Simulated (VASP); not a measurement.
A run of VASP 6.6.1:

POSCAR

```
ZnSe
1.0
    0.0000000000      2.8337995388      2.8337995388
    2.8337995388      0.0000000000      2.8337995388
    2.8337995388      2.8337995388      0.0000000000
Zn Se
1 1
Direct
    0.0000000000      0.0000000000      0.0000000000
    0.7500000000      0.7500000000      0.7500000000
```

INCAR.step1

```
ALGO = Normal
EDIFF = 1E-4
ENCUT = 520
GGA = PE
ISMEAR = 0
LASPH = T
LCHARG = F
LREAL = F
LWAVE = T
NBANDS = 16
NELM = 80
PREC = Accurate
SIGMA = 0.05
```

File INCAR.step2:

```
ALGO = Normal
EDIFF = 1E-6
ENCUT = 520
ISIF = 2
ISMEAR = 0
ISTART = 1
LASPH = T
LCHARG = T
LELF = T
LMIXTAU = T
LREAL = F
LVHAR = T
LWAVE = F
METAGGA = R2SCAN
NBANDS = 16
NELM = 80
PREC = Accurate
SIGMA = 0.05
```

Contents of KPOINTS:

```
k-points
0
Gamma
  8 8 8
```

Potentials or basis: VASP PAW PBE potentials, release 64 (Zn, Se).

Command:

```console
$ cat potpaw_PBE.64/Zn/POTCAR potpaw_PBE.64/Se/POTCAR > POTCAR
$ cp INCAR.step1 INCAR
$ mpirun -np 1 vasp_std > vasp.out
$ cp INCAR.step2 INCAR
$ mpirun -np 1 vasp_std > vasp.out
```

Hardware: 1 thread of Intel(R) Xeon(R) Platinum 8488C (Sapphire Rapids) (shared host).

Task: How long does it take, and how much memory?

Result: It took 76 s on 1 thread of Intel(R) Xeon(R) Platinum 8488C (Sapphire Rapids), on a shared host, peak memory 0.18 GiB. Counts: k points 29.
